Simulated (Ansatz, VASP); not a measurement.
Two plane-wave programs on In

INCAR

```
SYSTEM = In
ALGO     = Normal         ! electronic algorithm
EDIFF    = 1E-7           ! SCF threshold, eV
ENCUT    = 520            ! plane-wave cutoff, eV
GGA      = PS             ! functional
ISIF     = 2              ! what is computed and relaxed
ISMEAR   = -1             ! smearing method
LASPH    = .TRUE.         ! aspherical terms in the spheres
LCHARG   = .TRUE.         ! write CHGCAR
LELF     = .TRUE.         ! ELF
LREAL    = .FALSE.        ! projectors in reciprocal space
LVHAR    = .TRUE.       
LWAVE    = .FALSE.        ! write WAVECAR
NBANDS   = 12             ! bands
NELM     = 80             ! most SCF steps
PREC     = Accurate       ! precision mode
SIGMA    = 0.05           ! smearing width, eV
```

Contents of KPOINTS:

```
k-points
0
G
  14 14 14
  0 0 0
```

The input POSCAR:

```
In
1.0
    2.7367835275      0.0000000000      0.0000000000
    0.0000000000      2.7367835275      0.0000000000
    0.0000000000      0.0000000000      2.7367835275
In
1
Direct
    0.0000000000      0.0000000000      0.0000000000
```

Input for Ansatz:

```yaml
crystal:
  lattice:
    - [2.7367835275, 0.0, 0.0]
    - [0.0, 2.7367835275, 0.0]
    - [0.0, 0.0, 2.7367835275]
  atoms:
    - { symbol: In, position: [0.0, 0.0, 0.0] }
kpoints:
  mp_grid: { grid: [14, 14, 14] }
scf:
  occupations: { method: fermi_dirac, width: 0.05 }
hamiltonian:
  xc: pbesol
  pseudopotentials: { kind: paw }
output:
  forces: true
  stress: true
  eigenvalues: true
  populations: true
```

Change from the starting cell: volume scaled by 0.75, PAW files.

Alike in both runs: task single point; functional PBEsol; k mesh 14 × 14 × 14; occupations fermi-dirac, width 0.05 eV; no spin polarisation.

|  | VASP | Ansatz |
| --- | --- | --- |
| version | VASP 6.6.1 | Ansatz 0.2.0 |
| potentials or method | VASP PAW PBE potentials, release 64 (In_d) | PAW with Ansatz's default frozen-core files, scalar-relativistic |
| plane-wave cutoff (eV) | 520 | 420 |
| valence electrons in the cell | 13 | 13 |

|  | VASP | Ansatz | Ansatz less VASP |
| --- | --- | --- | --- |
| pressure (GPa) | 24.4 | 24.4 | -0.06 |

VASP's potentials were made for PBE, not for PBEsol.
